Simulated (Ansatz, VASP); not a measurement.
**One calculation of Mg3CdSe2O2, two programs**

```
Mg Cd Se O
1.0
     3.90000    0.00000    0.00000
     0.00000    3.90000    0.00000
     0.00000    0.00000    9.35000
Mg Cd Se O
3 1 2 2
Direct
  0.50000 0.00000 0.14800
  0.00000 0.50000 0.85200
  0.50000 0.50000 0.50000
  0.00000 0.00000 0.50000
  0.50000 0.00000 0.66000
  0.00000 0.50000 0.34000
  0.00000 0.00000 0.00000
  0.50000 0.50000 0.00000
```

Alike in both runs: task relaxation of cell and atoms; functional PBE; k mesh 3 × 3 × 2; occupations gaussian, width 0.15 eV; no spin polarisation.

|  | VASP | Ansatz |
| --- | --- | --- |
| version | VASP 6.6.1 | Ansatz 0.2.0 |
| potentials or method | VASP PAW PBE potentials, release 64 (Mg, Cd, Se, O), cutoff 600 eV | scalar-relativistic, plane waves, PAW |
| valence electrons in the cell | 42 | 94 |

```csv
,VASP,Ansatz,Ansatz less VASP
"gap on the k mesh at the Fermi level, each at its own relaxed structure (eV)",1.07,0.99,-0.078
relaxed volume (Å³/atom),22.81,20.94,-1.863
relaxed cell length with the largest relative difference (Å),10.632,9.786,-0.8459
```

One of these differences is far larger than is usual between the two programs; its cause wasn't traced. VASP's potentials hold 42 valence electrons a cell and Ansatz's 94, so a difference there can come from the potentials and not from the codes.

The k mesh is coarse, so the values compare programs but aren't converged. Noted on VASP's run: the volume moved by over 15 % at a fixed basis, so the end points are rough.
